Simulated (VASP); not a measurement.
Set up this calculation in VASP 6.6.1, as the native input.

| Property | Result |
| --- | --- |
| Task | single point |
| Functional | r2SCAN |
| Potentials or basis | VASP PAW PBE potentials, release 64 (Al) |
| Cutoff | 520 eV |
| k mesh | 24 × 24 × 24 |
| Occupations | gaussian, width 0.15 eV |
| Spin | no spin polarisation |
| Dipole correction | no |
| Further INCAR settings | ALGO = Normal; EDIFF = 1e-06; NBANDS = 8 |

Al:

```
Al
1.0
    -1.56555    1.56555    1.64383
     1.56555   -1.56555    1.64383
     1.56555    1.56555   -1.64383
Al
1
Cartesian
  0.0000 0.0000 0.0000
```

This cell differs from its parent crystal: ratio of the length along z to the lengths across it x 1.05, volume and fractional coordinates fixed.

One way to write it, as run:

POSCAR

```
Al
1.0
   -1.5655493837      1.5655493837      1.6438268529
    1.5655493837     -1.5655493837      1.6438268529
    1.5655493837      1.5655493837     -1.6438268529
Al
1
Direct
    0.0000000000      0.0000000000      0.0000000000
```

INCAR.step1

```
  PREC = Accurate
  ENCUT = 520
  ISMEAR = 0
  SIGMA = 0.15
  LREAL = False
  LASPH = True
  NELM = 60
  NBANDS = 8
  GGA = PE
  ALGO = Normal
  EDIFF = 1E-4
  LWAVE = True
  LCHARG = False
```

INCAR.step2

```
  PREC = Accurate
  ENCUT = 520
  EDIFF = 1E-6
  ISMEAR = 0
  SIGMA = 0.15
  LREAL = False
  LASPH = True
  NELM = 60
  ALGO = Normal
  ISIF = 2
  LWAVE = False
  LCHARG = True
  METAGGA = R2SCAN
  LMIXTAU = True
  LELF = True
  LVHAR = True
  NBANDS = 8
  ISTART = 1
```

KPOINTS

```
Automatic mesh
0
Gamma
  24 24 24
```

Potentials or basis: VASP PAW PBE potentials, release 64 (Al).

Command:

```console
$ cat potpaw_PBE.64/Al/POTCAR > POTCAR
$ cp INCAR.step1 INCAR
$ mpirun -np 1 vasp_std > vasp.out
$ cp INCAR.step2 INCAR
$ mpirun -np 1 vasp_std > vasp.out
```

It gave:

| Quantity | Value |
| --- | --- |
| Pressure | 0.1 GPa |
| Band gap on the k mesh | zero (an odd number of electrons rules out a gap without spin polarisation) |

Caveat: the PAW data sets were made with another functional, which shifts forces and pressure a little.

Run time: 2.3 min on 1 thread of Intel(R) Xeon(R) 6975P-C (Granite Rapids), on a shared host, peak memory 0.23 GiB.
